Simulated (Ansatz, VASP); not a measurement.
## Two plane-wave programs on GaB

```
Ga B
1.0
     2.91206    0.00000    0.00000
     0.00000    2.91206    0.00000
     0.00000    0.00000    2.91206
Ga B
1 1
Direct
  0.00000 0.00000 0.00000
  0.50000 0.50000 0.50000
```

Alike in both runs: task relaxation of cell and atoms; functional PBE; k mesh 18 × 18 × 18; occupations gaussian, width 0.1 eV; no spin polarisation.

|  | VASP | Ansatz |
| --- | --- | --- |
| version | VASP 6.6.1 | Ansatz 0.2.0 |
| potentials or method | VASP PAW PBE potentials, release 64 (Ga_d, B), cutoff 500 eV | scalar-relativistic, plane waves, PAW |
| valence electrons in the cell | 16 | 16 |

```tsv
	VASP	Ansatz	Ansatz less VASP
gap on the k mesh at the Fermi level, each at its own relaxed structure (eV)	none	none	-
relaxed volume (Å³/atom)	12.19	12.18	-0.009
relaxed cell length with the largest relative difference (Å)	2.900	2.899	-0.0007
```

A gap of «none» marks a metal or a gap that the smearing closes.
